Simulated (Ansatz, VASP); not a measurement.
# KI in VASP and in Ansatz

File POSCAR:

```
KI
1.0
    0.0000000000      3.5445661619      3.5445661619
    3.5445661619      0.0000000000      3.5445661619
    3.5445661619      3.5445661619      0.0000000000
K I
1 1
Direct
    0.0000000000      0.0000000000      0.0000000000
    0.5000000000      0.5000000000      0.5000000000
```

File INCAR.step1:

```
  ALGO = Normal
  EDIFF = 1E-5
  ENCUT = 520
  GGA = PE
  ISIF = 2
  ISMEAR = 0
  LASPH = True
  LCHARG = False
  LREAL = False
  LWAVE = True
  NBANDS = 15
  NELM = 100
  PREC = Accurate
  SIGMA = 0.01
```

File INCAR.step2:

```
  ALGO = Normal
  EDIFF = 1E-6
  ENCUT = 520
  GGA = PE
  HFSCREEN = 0.2079
  ISIF = 2
  ISMEAR = 0
  ISTART = 1
  LASPH = True
  LCHARG = False
  LHFCALC = True
  LREAL = False
  LWAVE = False
  NBANDS = 15
  NELM = 100
  PREC = Accurate
  PRECFOCK = Normal
  SIGMA = 0.01
```

Contents of KPOINTS:

```
k-points
0
Gamma
  4 4 4
```

Input for Ansatz:

```yaml
crystal:
  lattice:
    - [0.0, 3.5445661619, 3.5445661619]
    - [3.5445661619, 0.0, 3.5445661619]
    - [3.5445661619, 3.5445661619, 0.0]
  atoms:
    - { symbol: K, position: [0.0, 0.0, 0.0] }
    - { symbol: I, position: [0.5, 0.5, 0.5] }
kpoints:
  mp_grid: { grid: [4, 4, 4] }
hamiltonian:
  xc: hse06
scf:
  occupations: { method: fixed }
  n_extra_bands: 4
output:
  forces: true
  stress: true
  eigenvalues: true
```

Alike in both runs: task single point; functional HSE06; k mesh 4 × 4 × 4; no spin polarisation.

|  | VASP | Ansatz |
| --- | --- | --- |
| version | VASP 6.6.1 | Ansatz 0.2.0 |
| potentials or method | VASP PAW PBE potentials, release 64 (K_sv, I) | plane waves, PAW |
| plane-wave cutoff (eV) | 520 | 420 |
| occupations | gaussian, width 0.01 eV | fixed |
| valence electrons in the cell | 16 | 26 |

|  | VASP | Ansatz | Ansatz less VASP |
| --- | --- | --- | --- |
| gap on the k mesh at the Fermi level (eV) | 4.93 | 4.94 | +0.011 |
| pressure (GPa) | 0.3 | 0.3 | -0.01 |

VASP's potentials hold 16 valence electrons a cell and Ansatz's 26, so a difference there can come from the potentials and not from the codes. Ansatz's warnings: stress exchange threshold loose, stress scf threshold loose.

Spin-orbit coupling is off throughout.
